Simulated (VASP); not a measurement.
# NbCuP2 (P4/mmm) in VASP: relaxation of cell and atoms with PBE

Aim: the relaxation of cell and atoms of NbCuP2 with PBE.

Program: VASP 6.6.1. These are calculated values, not measurements. Logs are shortened: lines on timing, memory, paths and dates and some standing lists are left out, and cuts for length are marked.

## (1) The cell of the first run

Symmetry: P4/mmm, No. 123, tetragonal system. The conventional cell has a = 3.479 Å, b = 3.479 Å, c = 5.384 Å, α = 90.00°, β = 90.00°, γ = 90.00°. Nb (site symmetry 4/mmm) has 4 P at 2.46 Å and 2 Cu at 2.69 Å within 3.2 Å. Within 3.2 Å of Cu (site symmetry 4/mmm) lie 4 P at 2.46 Å and 2 Nb at 2.69 Å. P (site symmetry 4/mmm) has 4 Cu at 2.46 Å and 2 P at 2.69 Å within 3.2 Å. Within 3.2 Å of P (site symmetry 4/mmm) lie 4 Nb at 2.46 Å and 2 P at 2.69 Å.

## (2) Relaxation of cell and atoms, PBE

INCAR reads:

```
SYSTEM = NbCuP2
PREC = Accurate
ENCUT = 600
EDIFF = 1E-6
ISMEAR = 0
SIGMA = 0.1
LREAL = .False.
LASPH = .True.
NELM = 100
ALGO = Normal
ISIF = 3
LWAVE = .False.
LCHARG = .False.
GGA = PE
IBRION = 2
NSW = 100
EDIFFG = -0.01
```

KPOINTS reads:

```
regular mesh
0
Gamma
  14 14 10
  0 0 0
```

POSCAR reads:

```
NbCuP2
1.0
    3.4786595143      0.0000000000      0.0000000000
    0.0000000000      3.4786595143      0.0000000000
    0.0000000000      0.0000000000      5.3842167634
Nb Cu P
1 1 2
Direct
    0.0000000000      0.0000000000      0.5000000000
    0.0000000000      0.0000000000      0.0000000000
    0.5000000000      0.5000000000      0.0000000000
    0.5000000000      0.5000000000      0.5000000000
```

Potentials or basis: VASP PAW PBE potentials, release 64 (Nb_sv, Cu, P).

Command:

```
$ cat potpaw_PBE.64/Nb_sv/POTCAR potpaw_PBE.64/Cu/POTCAR potpaw_PBE.64/P/POTCAR > POTCAR
$ mpirun -np 1 vasp_std > vasp.out
```

OUTCAR:

```text
SYSTEM = NbCuP2
   PREC = Accurate
   ENCUT = 600
   EDIFF = 1E-6
   ISMEAR = 0
   LREAL = .False.
   LASPH = .True.
   NELM = 100
   ISIF = 3
   GGA = PE
   IBRION = 2
   NSW = 100
   EDIFFG = -0.01

 ion  position               nearest neighbor table
   1  0.000  0.000  0.500-   4 2.46   4 2.46   4 2.46   4 2.46   2 2.69   2 2.69
   2  0.000  0.000  0.000-   3 2.46   3 2.46   3 2.46   3 2.46   1 2.69   1 2.69
   3  0.500  0.500  0.000-   2 2.46   2 2.46   2 2.46   2 2.46   4 2.69   4 2.69
   4  0.500  0.500  0.500-   1 2.46   1 2.46   1 2.46   1 2.46   3 2.69   3 2.69

  LATTYP: Found a simple tetragonal cell.
 ALAT       =     3.4786595143
 C/A-ratio  =     1.5477849273

  Lattice vectors:

 A1 = (   3.4786595143,   0.0000000000,   0.0000000000)
 A2 = (   0.0000000000,   3.4786595143,   0.0000000000)
 A3 = (   0.0000000000,   0.0000000000,   5.3842167634)

Analysis of symmetry for initial positions (statically):
=====================================================================
 Subroutine PRICEL returns:
 Original cell was already a primitive cell.

 Routine SETGRP: Setting up the symmetry group for a
 simple tetragonal supercell.

 Subroutine GETGRP returns: Found 16 space group operations
 (whereof 16 operations were pure point group operations)
 out of a pool of 16 trial point group operations.

The static configuration has the point symmetry D_4h.

Analysis of symmetry for dynamics (positions and initial velocities):
=====================================================================
 Subroutine PRICEL returns:
 Original cell was already a primitive cell.

 Routine SETGRP: Setting up the symmetry group for a
 simple tetragonal supercell.

 Subroutine GETGRP returns: Found 16 space group operations
 (whereof 16 operations were pure point group operations)
 out of a pool of 16 trial point group operations.

The dynamic configuration has the point symmetry D_4h.

 Subroutine INISYM returns: Found 16 space group operations
 (whereof 16 operations are pure point group operations),
 and found     1 'primitive' translations

----------------------------------------------------------------------------------------

                                     Primitive cell

  volume of cell :      65.1548

  direct lattice vectors                    reciprocal lattice vectors
     3.478659514  0.000000000  0.000000000     0.287467053  0.000000000  0.000000000
     0.000000000  3.478659514  0.000000000     0.000000000  0.287467053  0.000000000
     0.000000000  0.000000000  5.384216763     0.000000000  0.000000000  0.185728035

  length of vectors
     3.478659514  3.478659514  5.384216763     0.287467053  0.287467053  0.185728035

  position of ions in fractional coordinates (direct lattice)
     0.000000000  0.000000000  0.500000000
     0.000000000  0.000000000  0.000000000
     0.500000000  0.500000000  0.000000000
     0.500000000  0.500000000  0.500000000

  ion indices of the primitive-cell ions
   primitive index   ion index
                 1           1
                 2           2
                 3           3
                 4           4

----------------------------------------------------------------------------------------

 KPOINTS: regular mesh

Automatic generation of k-mesh.
 Grid dimensions read from file:
 generate k-points for:   14   14   10

 Generating k-lattice:

  Cartesian coordinates                     Fractional coordinates (reciprocal lattice)
     0.020533361  0.000000000  0.000000000     0.071428571  0.000000000  0.000000000
     0.000000000  0.020533361  0.000000000     0.000000000  0.071428571  0.000000000
     0.000000000  0.000000000  0.018572804     0.000000000  0.000000000  0.100000000

  Length of vectors
     0.020533361  0.020533361  0.018572804

  Shift w.r.t. Gamma in fractional coordinates (k-lattice)
     0.000000000  0.000000000  0.000000000

 Subroutine IBZKPT returns following result:
 ===========================================

 Found    216 irreducible k-points:

 Following reciprocal coordinates:
            Coordinates               Weight
  0.000000  0.000000  0.000000      1.000000
  0.071429  0.000000  0.000000      4.000000
  0.142857  0.000000  0.000000      4.000000
  0.214286  0.000000  0.000000      4.000000
  0.285714  0.000000  0.000000      4.000000
  0.357143  0.000000  0.000000      4.000000
[... 16 lines left out ...]
  0.285714  0.214286  0.000000      8.000000
  0.357143  0.214286  0.000000      8.000000
 [... further k-points ...]
   k-points           NKPTS =    216   k-points in BZ     NKDIM =    216   number of bands    NBANDS=     21
   number of dos      NEDOS =    301   number of ions     NIONS =      4
   total plane-waves  NPLWV =  37632
   dimension x,y,z NGX =    28 NGY =   28 NGZ =   48
   dimension x,y,z NGXF=    56 NGYF=   56 NGZF=   96
   ions per type =               1   1   2
   NGX,Y,Z   is equivalent  to a cutoff of  13.38, 13.38, 14.82 a.u.
   NGXF,Y,Z  is equivalent  to a cutoff of  26.76, 26.76, 29.64 a.u.
 SYSTEM =  NbCuP2
   PREC   = accura    normal or accurate (medium, high low for compatibility)
   ISTART =      0    job   : 0-new  1-cont  2-samecut
   ICHARG =      2    charge: 1-file 2-atom 10-const
   ISPIN  =      1    spin polarized calculation?
   LNONCOLLINEAR =      F non collinear calculations
   LSORBIT =      F    spin-orbit coupling
   LASPH  =      T    aspherical Exc in radial PAW
   ENCUT  =  600.0 eV  44.10 Ry    6.64 a.u.   6.95  6.95 10.75*2*pi/ulx,y,z
   NELM   =    100;   NELMIN=  2; NELMDL= -5     # of ELM steps
   EDIFF  = 0.1E-05   stopping-criterion for ELM
   LREAL  =      F    real-space projection
   EDIFFG = -.1E-01   stopping-criterion for IOM
   NSW    =    100    number of steps for IOM
   IBRION =      2    ionic relax: 0-MD 1-quasi-New 2-CG
   NFREE  =      1    steps in history (QN), initial steepest desc. (CG)
   ISIF   =      3    stress and relaxation
   ISYM   =      2    0-nonsym 1-usesym 2-fastsym
   POTIM  = 0.5000    time-step for ionic-motion
   TEBEG  =    0.0;   TEEND  =   0.0 temperature during run
   PSTRESS=    0.0 pullay stress
   NELECT =      34.0000    total number of electrons
   NUPDOWN=      -1.0000    fix difference up-down
   EMIN   =  10.00;   EMAX   =-10.00  energy-range for DOS
   EFERMI =   0.00;   METHOD = LEGACY
   ISMEAR =     0;   SIGMA  =   0.10  broadening in eV -4-tet -1-fermi 0-gaus
   EFERMI_NEDOS =   21; number of points for ismear=-14 and -15
   IALGO  =     38    algorithm
   IMIX   =      4    mixing-type and parameters
     AMIX     =   0.40;   BMIX     =  1.00
     AMIX_MAG =   1.60;   BMIX_MAG =  1.00
  volume/ion in A,a.u.               =      16.29       109.92
  Fermi-wavevector in a.u.,A,eV,Ry     =   1.318011  2.490679 23.635399  1.737153
  Thomas-Fermi vector in A             =   2.448011
   LORBIT       =      0    0 simple, 1 ext, 2 COOP (PROOUT), +10 PAW based schemes
   GGA     = PE    functional components
   LHFCALC =     F    Hartree Fock is set to
   AEXX    =    0.0000 exact exchange contribution
   IVDW    =     0    specifies the selected vdW correction
   LEPSILON=     F    determine dielectric tensor
   LRPA    =     F    only Hartree local field effects (RPA)
 conjugate gradient relaxation of ions
 non-spin polarized calculation
 Gauss-broadening in eV      SIGMA  =   0.10
  energy-cutoff  :      600.00
  volume of cell :       65.15
 maximum number of plane-waves:      2196
 NGX is ok and might be reduce to    28
   NGX = 13   NGY = 13   NGZ = 21

--------------------------------------- Ionic step        1  -------------------------------------------

 number of electron      34.0000008 magnetization

 Free energy of the ion-electron system (eV)
  ---------------------------------------------------
  ext. energy  EPLUGINS =         0.00000000
  ---------------------------------------------------
  free energy    TOTEN  =       -24.01184793 eV

  energy without entropy =      -23.99497782  energy(sigma->0) =      -24.00341288

------------------------ aborting loop because EDIFF is reached ----------------------------------------

  FORCE on cell =-STRESS in cart. coord.  units (eV):
  Direction    XX          YY          ZZ          XY          YZ          ZX
  --------------------------------------------------------------------------------------
  -------------------------------------------------------------------------------------
  Total       -0.1322013     -0.1322013      0.1556615      0.0000000      0.0000000     -0.0000000
  in kB       -3.2508716     -3.2508716      3.8277665      0.0000000      0.0000000     -0.0000000
  external PRESSURE =      -0.8913256 kB  Pullay stress =       0.0000000 kB
[... 61 lines left out ...]
  energy  without entropy=      -23.9953913091  energy(sigma->0) =      -24.00386019

--------------------------------------- Ionic step        3  -------------------------------------------

 number of electron      34.0000008 magnetization

 Free energy of the ion-electron system (eV)
  ---------------------------------------------------
  ext. energy  EPLUGINS =         0.00000000
  ---------------------------------------------------
  free energy    TOTEN  =       -24.01233785 eV

  energy without entropy =      -23.99539507  energy(sigma->0) =      -24.00386646

 E-fermi :   8.6730     XC(G=0): -11.4089

 val. band max:        8.6699123874   @ k =   0.3571   0.0714   0.4000
 cond. band min:       8.6732989240   @ k =   0.5000   0.2857   0.1000
 fundamental gap:      0.0033865366
 Fermi energy:         8.6729565366

 k-point     1 :       0.0000    0.0000    0.0000
  band No.  band energies     occupation
      1     -46.7702      2.00000
      2     -22.8710      2.00000
      3     -22.8710      2.00000
      4     -22.7650      2.00000
      5      -4.5491      2.00000
      6      -1.6381      2.00000
[... 550 lines left out ...]
      5      -3.2604      2.00000
      6      -0.3301      2.00000
[... 13 lines left out ...]
     20      10.7494      0.00000
     21      11.0463      0.00000

 [... further k-points ...]
[... 5 lines left out ...]
  --------------------------------------------------------------------------------------
  -------------------------------------------------------------------------------------
  Total        0.0101728      0.0101728      0.0389638      0.0000000      0.0000000     -0.0000000
  in kB        0.2505207      0.2505207      0.9595449      0.0000000      0.0000000     -0.0000000
  external PRESSURE =       0.4868621 kB  Pullay stress =       0.0000000 kB
[... 19 lines left out ...]
  FREE ENERGIE OF THE ION-ELECTRON SYSTEM (eV)
  ---------------------------------------------------
  free  energy   TOTEN  =       -24.0123378538 eV

  energy  without entropy=      -23.9953950683  energy(sigma->0) =      -24.00386646

 reached required accuracy - stopping structural energy minimisation
```

Wall time 9 min (1 thread of Intel Xeon Platinum 8259CL at 2.50GHz (Skylake/Cascade Lake), shared host); peak memory 0.5 GiB.

Results:

```
Free energy                            : -24.0123 eV
Relaxed volume                         : 16.26 Å³/atom
Relaxed cell                           : a = 3.472 Å, b = 3.472 Å, c = 5.396 Å, α = 90.00°, β = 90.00°, γ = 90.00°
Space group after relaxing (to 0.05 Å) : P4/mmm (No. 123)
Energy gained by relaxing              : 0.1 meV/atom
Ionic steps                            : 3
Pressure after relaxing                : 0.0 GPa
Band gap on the k mesh                 : zero (band 17 reaches 9.78 eV, above the bottom of band 18 at 7.78 eV)
```

The path:
```csv
step,energy change (eV),largest force (eV/Å),pressure (GPa),volume (Å³)
1,0.0000,0.0000,-0.09,65.15
2,-0.0005,0.0000,0.02,65.07
3,-0.0005,0.0000,0.05,65.06
```

Final structure:
```xyz
4
Lattice="3.4725 0.0000 0.0000 0.0000 3.4725 0.0000 0.0000 0.0000 5.3955" Properties=species:S:1:pos:R:3 pbc="T T T"
Nb    0.0000    0.0000    2.6978
Cu    0.0000    0.0000    0.0000
P     1.7362    1.7362    0.0000
P     1.7362    1.7362    2.6978
```
